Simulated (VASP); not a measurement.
Input of a VASP 6.6.1 run:

File INCAR:

```
SYSTEM = Sn
  PREC = Accurate
  ENCUT = 520
  EDIFF = 1E-6
  ISMEAR = -1
  SIGMA = 0.05
  LREAL = .FALSE.
  LASPH = .TRUE.
  NELM = 60
  ALGO = Normal
  ISIF = 2
  LWAVE = .FALSE.
  LCHARG = .FALSE.
  GGA = CA
  NBANDS = 21
```

The input KPOINTS:

```
Automatic mesh
0
G
  15 15 15
  0 0 0
```

The input POSCAR:

```
Sn
1.0
   -2.9158500000      2.9158500000      1.5429305000
    2.9158500000     -2.9158500000      1.5429305000
    2.9158500000      2.9158500000     -1.5429305000
Sn
2
Direct
    0.0000000000      0.0000000000      0.0000000000
    0.7500000000      0.2500000000      0.5000000000
```

Potentials or basis: VASP PAW LDA potentials, release 64 (Sn_d).

Launch:

```bash
$ cat potpaw_LDA.64/Sn_d/POTCAR > POTCAR
$ mpirun -np 1 vasp_std > vasp.out
```

(1) What does it give for the band gap on the k mesh?

(2) Predict the pressure.

Results:

(1) zero (bands 14 and 15 overlap by 4.24 eV).

(2) -0.1 GPa.

Caveat: the cell differs from its parent crystal (zz strain of -3 %); spin-orbit coupling is left out, which moves the levels of the heavy elements.
